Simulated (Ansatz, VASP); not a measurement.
# One calculation of Pb, two programs

```xyz
1
Lattice="0.0000 2.4416 2.4416 2.4416 0.0000 2.4416 2.4416 2.4416 0.0000" Properties=species:S:1:pos:R:3 pbc="T T T"
Pb    0.0000    0.0000    0.0000
```

Alike in both runs: task single point; functional LDA; k mesh 9 × 9 × 9; occupations fermi-dirac, width 0.05 eV; no spin polarisation.

|  | VASP | Ansatz |
| --- | --- | --- |
| version | VASP 6.6.1 | Ansatz 0.2.0 |
| potentials or method | VASP PAW LDA potentials, release 64 (Pb_d) | Ansatz PAW |
| plane-wave cutoff (eV) | 520 | 420 |
| valence electrons in the cell | 14 | 14 |

Ansatz gave:

- gap on the k mesh at the Fermi level (eV): none
- pressure (GPa): -0.2

Problem. Estimate VASP's values.

Solution. gap on the k mesh at the Fermi level (eV): none; pressure (GPa): -0.1.

LDA's correlation is that of Perdew and Zunger in VASP and of Perdew and Wang (1992) in Ansatz. A gap of «none» marks a metal or a gap that the smearing closes.

Spin-orbit coupling is off throughout.
